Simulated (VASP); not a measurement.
# Zr (Im-3m) in VASP: notebook, part 2 of 2

VASP 6.6.1. The steps go on from the part before.

**3. Single point, PBEsol**

This run uses another cell than the first one, of 22.30 Å³/atom, 0.959 times its volume.

Contents of INCAR:

```
ALGO     = Normal         # electronic algorithm
EDIFF    = 1E-6           # SCF threshold, eV
ENCUT    = 500            # plane-wave cutoff, eV
GGA      = PS             # functional
GGA_COMPAT= False        
ISIF     = 2              # what is computed and relaxed
ISMEAR   = -1             # smearing method
LASPH    = True           # aspherical terms in the spheres
LCHARG   = False          # write CHGCAR
LREAL    = False          # projectors in reciprocal space
LWAVE    = False          # write WAVECAR
NBANDS   = 12             # bands
NELM     = 120            # most SCF steps
PREC     = Accurate       # precision mode
SIGMA    = 0.05           # smearing width, eV
```

Contents of KPOINTS:

```
k-points
0
Gamma
  10 10 10
```

Contents of POSCAR:

```
Zr
1.0
   -1.7730508568      1.7730508568      1.7730508568
    1.7730508568     -1.7730508568      1.7730508568
    1.7730508568      1.7730508568     -1.7730508568
Zr
1
Direct
    0.0000000000      0.0000000000      0.0000000000
```

Potentials or basis: VASP PAW PBE potentials, release 64 (Zr_sv).

Command:

```
$ cat potpaw_PBE.64/Zr_sv/POTCAR > POTCAR
$ mpirun -np 1 vasp_std > vasp.out
```

OUTCAR:

```text
EDIFF = 1E-6
   ENCUT = 500
   GGA = PS
   ISIF = 2
   ISMEAR = -1
   LASPH = True
   LREAL = False
   NELM = 120
   PREC = Accurate

 ion  position               nearest neighbor table
   1  0.000  0.000  0.000-

  LATTYP: Found a body centered cubic cell.
 ALAT       =     3.5461017136

  Lattice vectors:

 A1 = (  -1.7730508568,   1.7730508568,   1.7730508568)
 A2 = (   1.7730508568,  -1.7730508568,   1.7730508568)
 A3 = (   1.7730508568,   1.7730508568,  -1.7730508568)

Analysis of symmetry for initial positions (statically):
=====================================================================
 Subroutine PRICEL returns:
 Original cell was already a primitive cell.

 Routine SETGRP: Setting up the symmetry group for a
 body centered cubic supercell.

 Subroutine GETGRP returns: Found 48 space group operations
 (whereof 48 operations were pure point group operations)
 out of a pool of 48 trial point group operations.

The static configuration has the point symmetry O_h .

Analysis of symmetry for dynamics (positions and initial velocities):
=====================================================================
 Subroutine PRICEL returns:
 Original cell was already a primitive cell.

 Routine SETGRP: Setting up the symmetry group for a
 body centered cubic supercell.

 Subroutine GETGRP returns: Found 48 space group operations
 (whereof 48 operations were pure point group operations)
 out of a pool of 48 trial point group operations.

The dynamic configuration has the point symmetry O_h .

 Subroutine INISYM returns: Found 48 space group operations
 (whereof 48 operations are pure point group operations),
 and found     1 'primitive' translations

----------------------------------------------------------------------------------------

[... 109 lines left out ...]
     AMIX     =   0.40;   BMIX     =  1.00
     AMIX_MAG =   1.60;   BMIX_MAG =  1.00
  volume/ion in A,a.u.               =      22.30       150.46
  Fermi-wavevector in a.u.,A,eV,Ry     =   1.331662  2.516477 24.127539  1.773324
  Thomas-Fermi vector in A             =   2.460656
   LORBIT       =      0    0 simple, 1 ext, 2 COOP (PROOUT), +10 PAW based schemes
   GGA     = PS    functional components
   LHFCALC =     F    Hartree Fock is set to
   AEXX    =    0.0000 exact exchange contribution
   IVDW    =     0    specifies the selected vdW correction
   LEPSILON=     F    determine dielectric tensor
   LRPA    =     F    only Hartree local field effects (RPA)
 non-spin polarized calculation
  energy-cutoff  :      500.00
  volume of cell :       22.30
 maximum number of plane-waves:       586
 NGX is ok and might be reduce to    24
   NGX = 11   NGY = 11   NGZ = 11

 number of electron      12.0000000 magnetization

 Free energy of the ion-electron system (eV)
  ---------------------------------------------------
  ext. energy  EPLUGINS =         0.00000000
  ---------------------------------------------------
  free energy    TOTEN  =        -9.02500146 eV

  energy without entropy =       -9.01122341  energy(sigma->0) =       -9.01811244

 E-fermi :   9.0984     XC(G=0): -11.3948

 val. band max:        9.0542260074   @ k =   0.2000   0.2000   0.0000
 cond. band min:       9.1039040714   @ k =   0.2000   0.1000  -0.0000
 fundamental gap:      0.0496780640
 Fermi energy:         9.0984123757

 k-point     1 :       0.0000    0.0000    0.0000
  band No.  band energies     occupation
      1     -39.2315      2.00000
      2     -16.6987      2.00000
      3     -16.6987      2.00000
      4     -16.6987      2.00000
      5       3.6122      2.00000
      6      10.2069      0.00000
      7      10.2069      0.00000
      8      10.2069      0.00000
      9      12.8118      0.00000
     10      12.8118      0.00000
     11      21.5967      0.00000
     12      21.5967      0.00000
[... 331 lines left out ...]
 k-point    24 :      -0.3000    0.3000    0.1000
  band No.  band energies     occupation
      1     -39.0987      2.00000
      2     -17.4340      2.00000
      3     -16.9708      2.00000
      4     -16.7880      2.00000
      5       6.1479      2.00000
      6       9.1972      0.24351
      7       9.2455      0.10016
      8      11.6476      0.00000
      9      12.9689      0.00000
     10      13.6386      0.00000
     11      21.2266      0.00000
     12      23.1273      0.00000

 [... further k-points ...]
[... 5 lines left out ...]
  --------------------------------------------------------------------------------------
  -------------------------------------------------------------------------------------
  Total       -0.3177504     -0.3177504     -0.3177504      0.0000000     -0.0000000     -0.0000000
  in kB      -22.8335349    -22.8335349    -22.8335349      0.0000000     -0.0000000     -0.0000000
  external PRESSURE =     -22.8335349 kB  Pullay stress =       0.0000000 kB

 VOLUME and BASIS-vectors are now :
 -----------------------------------------------------------------------------
  energy-cutoff  :      500.00
  volume of cell :       22.30
      direct lattice vectors                 reciprocal lattice vectors
    -1.773050857  1.773050857  1.773050857     0.000000000  0.281999807  0.281999807
     1.773050857 -1.773050857  1.773050857     0.281999807  0.000000000  0.281999807
     1.773050857  1.773050857 -1.773050857     0.281999807  0.281999807  0.000000000

 POSITION                                       TOTAL-FORCE (eV/Angst)
 -----------------------------------------------------------------------------------
      0.00000      0.00000      0.00000        -0.000000      0.000000     -0.000000
 -----------------------------------------------------------------------------------
    total drift:                                0.000000      0.000000     -0.000000

  FREE ENERGIE OF THE ION-ELECTRON SYSTEM (eV)
  ---------------------------------------------------
  free  energy   TOTEN  =        -9.0250014564 eV

  energy  without entropy=       -9.0112234140  energy(sigma->0) =       -9.01811244
```

It took 6.3 s on 1 thread of Intel Xeon 6975P-C, shared host; peak memory 0.14 GiB.

What came out:

```yaml
Free_energy: -9.0250 eV
Pressure: -2.3 GPa
Band_gap_on_the_k_mesh: zero (band 6 reaches 10.21 eV, above the bottom of band 7 at 8.45 eV)
```

Levels at points of the mesh, in eV from the Fermi level:
```
           k point  band 2  band 3  band 4  band 5  band 6  band 7  band 8  band 9  band 10  band 11
(0.00, 0.00, 0.00)  -25.80  -25.80  -25.80   -5.49    1.11    1.11    1.11    3.71     3.71    12.50
(0.50, 0.00, 0.00)  -26.92  -26.15  -25.81   -2.95   -0.78    1.75    3.72    4.43     6.64    10.13
(0.50, 0.50, 0.50)  -26.56  -26.56  -26.56   -2.75   -2.75    5.92    5.92    5.92     7.68     7.68
```

Caveat: the PAW data sets were made with another functional, which shifts forces and pressure a little.

**4. Single point, PBEsol**

This run uses another cell than the first one, of 22.77 Å³/atom, 0.980 times its volume.

Contents of INCAR:

```
SYSTEM = Zr
PREC     = Accurate       ! precision mode
ENCUT    = 500            ! plane-wave cutoff, eV
EDIFF    = 1E-6           ! SCF threshold, eV
ISMEAR   = -1             ! smearing method
SIGMA    = 0.05           ! smearing width, eV
LREAL    = .False.        ! projectors in reciprocal space
LASPH    = .True.         ! aspherical terms in the spheres
NELM     = 120            ! most SCF steps
ALGO     = Normal         ! electronic algorithm
ISIF     = 2              ! what is computed and relaxed
LWAVE    = .False.        ! write WAVECAR
LCHARG   = .False.        ! write CHGCAR
GGA      = PS             ! functional
NBANDS   = 12             ! bands
GGA_COMPAT= .False.
```

Contents of KPOINTS:

```
regular mesh
0
Gamma
  10 10 10
  0 0 0
```

Contents of POSCAR:

```
Zr
1.0
   -1.7855375418      1.7855375418      1.7855375418
    1.7855375418     -1.7855375418      1.7855375418
    1.7855375418      1.7855375418     -1.7855375418
Zr
1
Direct
    0.0000000000      0.0000000000      0.0000000000
```

Potentials or basis: VASP PAW PBE potentials, release 64 (Zr_sv).

Command:

```
$ cat potpaw_PBE.64/Zr_sv/POTCAR > POTCAR
$ mpirun -np 1 vasp_std > vasp.out
```

OUTCAR:

```text
SYSTEM = Zr
   PREC = Accurate
   ENCUT = 500
   EDIFF = 1E-6
   ISMEAR = -1
   LREAL = .False.
   LASPH = .True.
   NELM = 120
   ISIF = 2
   GGA = PS

 ion  position               nearest neighbor table
   1  0.000  0.000  0.000-

  LATTYP: Found a body centered cubic cell.
 ALAT       =     3.5710750836

  Lattice vectors:

 A1 = (  -1.7855375418,   1.7855375418,   1.7855375418)
 A2 = (   1.7855375418,  -1.7855375418,   1.7855375418)
 A3 = (   1.7855375418,   1.7855375418,  -1.7855375418)

Analysis of symmetry for initial positions (statically):
=====================================================================
 Subroutine PRICEL returns:
 Original cell was already a primitive cell.

 Routine SETGRP: Setting up the symmetry group for a
 body centered cubic supercell.

 Subroutine GETGRP returns: Found 48 space group operations
 (whereof 48 operations were pure point group operations)
 out of a pool of 48 trial point group operations.

The static configuration has the point symmetry O_h .

Analysis of symmetry for dynamics (positions and initial velocities):
[... 158 lines left out ...]
 val. band max:        8.8226601142   @ k =   0.2000   0.2000   0.0000
 cond. band min:       8.8863067593   @ k =   0.2000   0.1000   0.0000
 fundamental gap:      0.0636466451
 Fermi energy:         8.8679544580

 k-point     1 :       0.0000    0.0000    0.0000
  band No.  band energies     occupation
      1     -39.5094      2.00000
      2     -17.0100      2.00000
      3     -17.0100      2.00000
      4     -17.0100      2.00000
      5       3.4068      2.00000
      6       9.9597      0.00000
      7       9.9597      0.00000
      8       9.9597      0.00000
      9      12.5063      0.00000
     10      12.5063      0.00000
     11      21.2911      0.00000
     12      21.2911      0.00000
[... 331 lines left out ...]
 k-point    24 :      -0.3000    0.3000    0.1000
  band No.  band energies     occupation
      1     -39.3875      2.00000
      2     -17.6974      2.00000
      3     -17.2654      2.00000
      4     -17.0933      2.00000
      5       5.9160      2.00000
      6       8.9770      0.20281
      7       9.0105      0.10917
      8      11.3688      0.00000
      9      12.6498      0.00000
     10      13.2986      0.00000
     11      20.8407      0.00000
     12      22.6495      0.00000

 [... further k-points ...]
[... 5 lines left out ...]
  --------------------------------------------------------------------------------------
  -------------------------------------------------------------------------------------
  Total       -0.5704360     -0.5704360     -0.5704360      0.0000000     -0.0000000      0.0000000
  in kB      -40.1375200    -40.1375200    -40.1375200      0.0000000     -0.0000000      0.0000000
  external PRESSURE =     -40.1375200 kB  Pullay stress =       0.0000000 kB

 VOLUME and BASIS-vectors are now :
 -----------------------------------------------------------------------------
  energy-cutoff  :      500.00
  volume of cell :       22.77
      direct lattice vectors                 reciprocal lattice vectors
    -1.785537542  1.785537542  1.785537542     0.000000000  0.280027716  0.280027716
     1.785537542 -1.785537542  1.785537542     0.280027716  0.000000000  0.280027716
     1.785537542  1.785537542 -1.785537542     0.280027716  0.280027716  0.000000000

 POSITION                                       TOTAL-FORCE (eV/Angst)
 -----------------------------------------------------------------------------------
      0.00000      0.00000      0.00000         0.000000      0.000000     -0.000000
 -----------------------------------------------------------------------------------
    total drift:                                0.000000     -0.000000     -0.000000

  FREE ENERGIE OF THE ION-ELECTRON SYSTEM (eV)
  ---------------------------------------------------
  free  energy   TOTEN  =        -9.0157926204 eV

  energy  without entropy=       -9.0010513442  energy(sigma->0) =       -9.00842198
```

Wall time 8 s (1 thread of Intel Xeon 6975P-C, shared host); peak memory 0.14 GiB.

Results:

```yaml
Free_energy: -9.0158 eV
Pressure: -4.0 GPa
Band_gap_on_the_k_mesh: zero (band 6 reaches 9.96 eV, above the bottom of band 7 at 8.19 eV)
```

Caveat: the PAW data sets were made with another functional, which shifts forces and pressure a little.

**5. Overview**

```tsv
level	potentials or basis	cell	gap on the mesh (eV)	pressure (GPa)
LDA	VASP PAW LDA potentials, release 64 (Zr_sv)	a = 3.114 Å, angles 109.5°, 1 atom	none	-8.4
PBEsol	VASP PAW PBE potentials, release 64 (Zr_sv)	a = 3.071 Å, angles 109.5°, 1 atom	none	-2.3
PBEsol	VASP PAW PBE potentials, release 64 (Zr_sv)	a = 3.093 Å, angles 109.5°, 1 atom	none	-4.0
```

Alike in all rows: task single point; no spin polarisation; k mesh 10 × 10 × 10; cutoff (eV) 500; smearing fermi-dirac 0.05 eV.

Caveats: the PAW data sets were made with another functional, which shifts forces and pressure a little (some runs).

Absolute energies hang on the potentials; compare differences alone.
